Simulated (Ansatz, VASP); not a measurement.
# Two plane-wave programs on Pd

The input INCAR:

```
PREC = Accurate ; ENCUT = 600
EDIFF = 1E-7 ; ISMEAR = 0
SIGMA = 0.1 ; LREAL = F
LASPH = T ; NELM = 100
ALGO = Fast ; ISIF = 3
LWAVE = F ; LCHARG = F
GGA = PE ; IBRION = 2
NSW = 100 ; EDIFFG = -0.01
```

File KPOINTS:

```
regular mesh
0
Gamma
  24 24 24
```

POSCAR

```
Pd
1.0
    0.0000000000      1.9700496652      1.9700496652
    1.9700496652      0.0000000000      1.9700496652
    1.9700496652      1.9700496652      0.0000000000
Pd
1
Direct
    0.0000000000      0.0000000000      0.0000000000
```

Input for Ansatz:

```yaml
crystal:
  lattice:
    - [0.0, 1.9700496652, 1.9700496652]
    - [1.9700496652, 0.0, 1.9700496652]
    - [1.9700496652, 1.9700496652, 0.0]
  atoms:
    - { symbol: Pd, position: [0.0, 0.0, 0.0] }
basis:
  ecutwfc: 420
kpoints:
  mp_grid: { grid: [24, 24, 24] }
hamiltonian:
  xc: pbe
scf:
  occupations: { method: gaussian, width: 0.1 }
output:
  forces: true
  stress: true
  eigenvalues: true
relax:
  adjacent_minimum: "off"
  f_tol: 0.01
  max_steps: 80
  cell: { stress_tol: 0.05 }
```

Alike in both runs: task relaxation of cell and atoms; functional PBE; k mesh 24 × 24 × 24; occupations gaussian, width 0.1 eV; no spin polarisation.

```csv
,VASP,Ansatz
version,VASP 6.6.1,Ansatz 0.2.0
potentials or method,"VASP PAW PBE potentials, release 64 (Pd), cutoff 600 eV","scalar-relativistic, plane waves, PAW"
valence electrons in the cell,10,18
```

```csv
,VASP,Ansatz,Ansatz less VASP
"gap on the k mesh at the Fermi level, each at its own relaxed structure (eV)",none,none,-
relaxed volume (Å³/atom),15.29,15.32,+0.032
relaxed cell length with the largest relative difference (Å),2.786,2.788,+0.0019
```

A gap of «none» marks a metal or a gap that the smearing closes. VASP's potentials hold 10 valence electrons a cell and Ansatz's 18, so a difference there can come from the potentials and not from the codes.

Noted on VASP's run: the relaxation stopped at its first step, so nothing moved.
